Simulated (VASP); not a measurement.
# ZnS (Pmm2) in VASP: single point with r2SCAN

Aim: the single point of ZnS with r2SCAN.

Everything below comes from runs of VASP 6.6.1. Logs are shortened: lines on timing, memory, paths and dates and some standing lists are left out, and cuts for length are marked.

### Step 1. The cell of the first run

Symmetry: Pmm2, No. 25, orthorhombic system. The conventional cell has a = 3.825 Å, b = 3.825 Å, c = 11.069 Å, α = 90.00°, β = 90.00°, γ = 90.00°. Within 3.1 Å of Zn (site symmetry mm2) lie 4 S at 2.34 to 2.49 Å. Within 3.1 Å of Zn (site symmetry mm2) lie 4 S at 2.34 Å. Within 3.1 Å of Zn (site symmetry mm2) lie 4 S at 2.34 Å. Zn (site symmetry mm2) has 4 S at 2.34 Å within 3.1 Å. Within 3.1 Å of S (site symmetry mm2) lie 4 Zn at 2.34 Å. S (site symmetry mm2) has 4 Zn at 2.34 Å within 3.1 Å. Within 3.1 Å of S (site symmetry mm2) lie 4 Zn at 2.34 Å. S (site symmetry mm2) has 4 Zn at 2.34 to 2.49 Å within 3.1 Å.

### Step 2. Single point, r2SCAN

Contents of POSCAR:

```
ZnS
1.0
   -2.7046500000     -2.7046500000      0.0000000000
    2.7046500000     -2.7046500000      0.0000000000
    0.0000000000      0.0000000000     11.0686000000
Zn S
4 4
Direct
    0.0000000000      0.0000000000      0.9163252354
    0.5000000000      0.5000000000      0.1832650471
    0.0000000000      0.0000000000      0.4276184432
    0.5000000000      0.5000000000      0.6719718393
    0.5000000000      0.0000000000      0.3054417451
    0.0000000000      0.5000000000      0.5497951412
    0.5000000000      0.0000000000      0.7941485373
    0.0000000000      0.5000000000      0.0610883490
```

Contents of INCAR.step1:

```
SYSTEM = ZnS
PREC = Accurate ; ENCUT = 520
ISMEAR = 0 ; SIGMA = 0.05
LREAL = .False. ; LASPH = .True.
NELM = 100 ; NBANDS = 46
GGA = PE ; ALGO = Normal
EDIFF = 1E-4 ; LWAVE = .True.
LCHARG = .False.
```

Contents of INCAR.step2:

```
SYSTEM = ZnS
PREC = Accurate ; ENCUT = 520
EDIFF = 1E-7 ; ISMEAR = 0
SIGMA = 0.05 ; LREAL = .False.
LASPH = .True. ; NELM = 100
ALGO = Normal ; ISIF = 2
LWAVE = .False. ; LCHARG = .True.
METAGGA = R2SCAN ; LMIXTAU = .True.
LELF = .True. ; LVHAR = .True.
NBANDS = 46 ; ISTART = 1
```

Contents of KPOINTS:

```
regular mesh
0
Gamma
  6 6 2
  0 0 0
```

Potentials or basis: VASP PAW PBE potentials, release 64 (Zn, S).

The run is started by

```console
$ cat potpaw_PBE.64/Zn/POTCAR potpaw_PBE.64/S/POTCAR > POTCAR
$ cp INCAR.step1 INCAR
$ mpirun -np 1 vasp_std > vasp.out
$ cp INCAR.step2 INCAR
$ mpirun -np 1 vasp_std > vasp.out
```

OUTCAR:

```text
SYSTEM = ZnS
   PREC = Accurate
   ENCUT = 520
   EDIFF = 1E-7
   ISMEAR = 0
   LREAL = .False.
   LASPH = .True.
   NELM = 100
   ISIF = 2
   METAGGA = R2SCAN
   ISTART = 1

 ion  position               nearest neighbor table
   1  0.000  0.000  0.916-   7 2.34   7 2.34   8 2.49   8 2.49
   2  0.500  0.500  0.183-   5 2.34   5 2.34   8 2.34   8 2.34
   3  0.000  0.000  0.428-   6 2.34   6 2.34   5 2.34   5 2.34
   4  0.500  0.500  0.672-   7 2.34   7 2.34   6 2.34   6 2.34
   5  0.500  0.000  0.305-   2 2.34   2 2.34   3 2.34   3 2.34
   6  0.000  0.500  0.550-   3 2.34   3 2.34   4 2.34   4 2.34
   7  0.500  0.000  0.794-   4 2.34   4 2.34   1 2.34   1 2.34
   8  0.000  0.500  0.061-   2 2.34   2 2.34   1 2.49   1 2.49

  LATTYP: Found a simple tetragonal cell.
 ALAT       =     3.8249527115
 C/A-ratio  =     2.8937874099

  Lattice vectors:

 A1 = (  -2.7046500000,  -2.7046500000,   0.0000000000)
 A2 = (   2.7046500000,  -2.7046500000,   0.0000000000)
 A3 = (   0.0000000000,   0.0000000000,  11.0686000000)

Analysis of symmetry for initial positions (statically):
=====================================================================
 Subroutine PRICEL returns:
 Original cell was already a primitive cell.

 Routine SETGRP: Setting up the symmetry group for a
 simple tetragonal supercell.

 Subroutine GETGRP returns: Found  4 space group operations
 (whereof  4 operations were pure point group operations)
 out of a pool of 16 trial point group operations.

The static configuration has the point symmetry C_2v.

Analysis of symmetry for dynamics (positions and initial velocities):
=====================================================================
 Subroutine PRICEL returns:
 Original cell was already a primitive cell.

 Routine SETGRP: Setting up the symmetry group for a
 simple tetragonal supercell.

 Subroutine GETGRP returns: Found  4 space group operations
 (whereof  4 operations were pure point group operations)
 out of a pool of 16 trial point group operations.

The dynamic configuration has the point symmetry C_2v.

 Subroutine INISYM returns: Found  4 space group operations
 (whereof  4 operations are pure point group operations),
 and found     1 'primitive' translations

----------------------------------------------------------------------------------------

                                     Primitive cell

  volume of cell :     161.9365

  direct lattice vectors                    reciprocal lattice vectors
    -2.704650000 -2.704650000  0.000000000    -0.184866803 -0.184866803  0.000000000
     2.704650000 -2.704650000  0.000000000     0.184866803 -0.184866803  0.000000000
[... 106 lines left out ...]
   TEBEG  =    0.0;   TEEND  =   0.0 temperature during run
   PSTRESS=    0.0 pullay stress
   NELECT =      72.0000    total number of electrons
   NUPDOWN=      -1.0000    fix difference up-down
   EMIN   =  10.00;   EMAX   =-10.00  energy-range for DOS
   EFERMI =   0.00;   METHOD = LEGACY
   ISMEAR =     0;   SIGMA  =   0.05  broadening in eV -4-tet -1-fermi 0-gaus
   EFERMI_NEDOS =   21; number of points for ismear=-14 and -15
   IALGO  =     38    algorithm
   IMIX   =      4    mixing-type and parameters
     AMIX     =   0.40;   BMIX     =  1.00
     AMIX_MAG =   1.60;   BMIX_MAG =  1.00
  volume/ion in A,a.u.               =      20.24       136.60
  Fermi-wavevector in a.u.,A,eV,Ry     =   1.249503  2.361219 21.242209  1.561258
  Thomas-Fermi vector in A             =   2.383541
   LORBIT       =      0    0 simple, 1 ext, 2 COOP (PROOUT), +10 PAW based schemes
   METAGGA = R2SCAN    functional components
   LHFCALC =     F    Hartree Fock is set to
   AEXX    =    0.0000 exact exchange contribution
   IVDW    =     0    specifies the selected vdW correction
   LEPSILON=     F    determine dielectric tensor
   LRPA    =     F    only Hartree local field effects (RPA)
 non-spin polarized calculation
 Gauss-broadening in eV      SIGMA  =   0.05
  energy-cutoff  :      520.00
  volume of cell :      161.94
 maximum number of plane-waves:      4382
   NGX = 15   NGY = 15   NGZ = 41

 number of electron      71.9999963 magnetization

 Free energy of the ion-electron system (eV)
  ---------------------------------------------------
  ext. energy  EPLUGINS =         0.00000000
  ---------------------------------------------------
  free energy    TOTEN  =       -75.28355513 eV

  energy without entropy =      -75.28355513  energy(sigma->0) =      -75.28355513

 E-fermi :   1.9497     XC(G=0): -10.1532

 val. band max:        1.7042832053   @ k =   0.0000   0.0000   0.0000
 cond. band min:       4.1120453366   @ k =   0.0000   0.0000   0.0000
 fundamental gap:      2.4077621314
 Fermi energy:         1.9497271033

 k-point     1 :       0.0000    0.0000    0.0000
  band No.  band energies     occupation
      1     -12.0053      2.00000
      2     -11.5144      2.00000
      3     -11.2422      2.00000
      4     -10.6206      2.00000
      5      -4.9914      2.00000
      6      -4.9454      2.00000
[... 1165 lines left out ...]
     45       9.1377      0.00000
     46       9.2222      0.00000

 [... further k-points ...]

------------------------ aborting loop because EDIFF is reached ----------------------------------------

  FORCE on cell =-STRESS in cart. coord.  units (eV):
  Direction    XX          YY          ZZ          XY          YZ          ZX
  --------------------------------------------------------------------------------------
  -------------------------------------------------------------------------------------
  Total       -1.7262736     -1.7262736     -3.2273567      0.3042023      0.0000000      0.0000000
  in kB      -17.0795085    -17.0795085    -31.9310142      3.0097348      0.0000000      0.0000000
  external PRESSURE =     -22.0300104 kB  Pullay stress =       0.0000000 kB

 VOLUME and BASIS-vectors are now :
 -----------------------------------------------------------------------------
  energy-cutoff  :      520.00
  volume of cell :      161.94
      direct lattice vectors                 reciprocal lattice vectors
    -2.704650000 -2.704650000  0.000000000    -0.184866803 -0.184866803  0.000000000
     2.704650000 -2.704650000  0.000000000     0.184866803 -0.184866803  0.000000000
     0.000000000  0.000000000 11.068600000     0.000000000  0.000000000  0.090345663

 POSITION                                       TOTAL-FORCE (eV/Angst)
 -----------------------------------------------------------------------------------
      0.00000      0.00000     10.14244         0.000000      0.000000      0.958153
      0.00000     -2.70465      2.02849        -0.000000     -0.000000     -0.212344
      0.00000      0.00000      4.73314         0.000000      0.000000     -0.116695
      0.00000     -2.70465      7.43779         0.000000      0.000000     -0.116950
     -1.35232     -1.35232      3.38081         0.000000      0.000000      0.113663
      1.35232     -1.35232      6.08546         0.000000      0.000000      0.119577
     -1.35232     -1.35232      8.79011         0.000000      0.000000      0.277230
      1.35232     -1.35232      0.67616         0.000000      0.000000     -1.022635
 -----------------------------------------------------------------------------------
    total drift:                                0.000000     -0.000000     -0.006291

  FREE ENERGIE OF THE ION-ELECTRON SYSTEM (eV)
  ---------------------------------------------------
  free  energy   TOTEN  =       -75.2835551256 eV

  energy  without entropy=      -75.2835551256  energy(sigma->0) =      -75.28355513
```

OUTCAR.step1:

```text
SYSTEM = ZnS
   PREC = Accurate
   ENCUT = 520
   ISMEAR = 0
   LREAL = .False.
   LASPH = .True.
   NELM = 100
[... 1420 lines left out ...]
      1.35232     -1.35232      6.08546        -0.000000     -0.000000      0.106993
     -1.35232     -1.35232      8.79011        -0.000000      0.000000      0.260089
      1.35232     -1.35232      0.67616        -0.000000     -0.000000     -1.002573
 -----------------------------------------------------------------------------------
    total drift:                                0.000000     -0.000000      0.003648

  FREE ENERGIE OF THE ION-ELECTRON SYSTEM (eV)
  ---------------------------------------------------
  free  energy   TOTEN  =       -27.2716918392 eV

  energy  without entropy=      -27.2716918392  energy(sigma->0) =      -27.27169184
```

Wall time 17 min (1 thread of Oxide Virtual Turin-like, shared host); peak memory 0.34 GiB.

What came out:

```yaml
Free_energy: -75.2836 eV
Pressure: -2.2 GPa
Largest_force: 1.023 eV/Å
Band_gap_on_the_k_mesh: 2.41 eV
```

Forces in eV/Å, atoms in the order of the input:
```
Zn   0.000  0.000  0.958
Zn   0.000  0.000 -0.212
Zn   0.000  0.000 -0.117
Zn   0.000  0.000 -0.117
S    0.000  0.000  0.114
S    0.000  0.000  0.120
S    0.000  0.000  0.277
S    0.000  0.000 -1.023
```

Caveat: the PAW data sets were made with another functional, which shifts forces and pressure a little. r2SCAN opens gaps a little over a GGA but as a rule still falls short of measured ones.
